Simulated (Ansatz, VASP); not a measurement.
# SiNi3 in VASP and in Ansatz

```
CELL_PARAMETERS angstrom
3.57513 0.00000 0.00000
0.00000 3.57513 0.00000
0.00000 0.00000 3.57513
ATOMIC_POSITIONS crystal
Si 0.00000 0.00000 0.00000
Ni 0.00000 0.50000 0.50000
Ni 0.50000 0.00000 0.50000
Ni 0.50000 0.50000 0.00000
```

Alike in both runs: task single point; functional PBE; k mesh 6 × 6 × 6; occupations fermi-dirac, width 0.02 eV; no spin polarisation.

|  | VASP | Ansatz |
| --- | --- | --- |
| version | VASP 6.6.1 | Ansatz 0.2.0 |
| potentials or method | VASP PAW PBE potentials, release 64 (Si, Ni) | plane waves, PAW |
| plane-wave cutoff (eV) | 520 | 420 |
| valence electrons in the cell | 34 | 58 |

VASP gave:

* pressure (GPa): -10.7

Problem. Estimate Ansatz's values.

Solution. Pressure (GPa): -10.8.

VASP's potentials hold 34 valence electrons a cell and Ansatz's 58, so a difference there can come from the potentials and not from the codes.
